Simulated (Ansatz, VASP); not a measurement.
# Al: VASP beside Ansatz

```xyz
4
Lattice="2.9726 0.0000 0.0000 0.0000 2.9726 0.0000 0.0000 0.0000 25.9033" Properties=species:S:1:pos:R:3 pbc="T T T"
Al    0.0000    0.0000   14.2816
Al    1.4863    1.4863   16.2109
Al    0.0000    0.0000   18.1312
Al    1.4863    1.4863   20.0909
```

Alike in both runs: task single point; functional PBEsol; k mesh 12 × 12 × 1; occupations methfessel-paxton of order 1, width 0.1 eV; no spin polarisation.

|  | VASP | Ansatz |
| --- | --- | --- |
| version | VASP 6.6.1 | Ansatz 0.2.0 |
| potentials or method | VASP PAW PBE potentials, release 64 (Al), cutoff 400 eV | scalar-relativistic, plane waves, PAW |
| valence electrons in the cell | 12 | 12 |

Ansatz gave:

```
gap on the k mesh at the Fermi level (eV) : none
rms of the force components (eV/Å)        : 0.046
```

Task: Which values does VASP return?

Result: gap on the k mesh at the Fermi level (eV): none; rms of the force components (eV/Å): 0.048.

VASP's potentials were made for PBE, not for PBEsol, and Ansatz warns of the same on its side. Atom by atom the forces differ by 0.002 eV/Å (rms over components). A gap of «none» marks a metal or a gap that the smearing closes. Ansatz's warnings: xc potential rough in thin density.
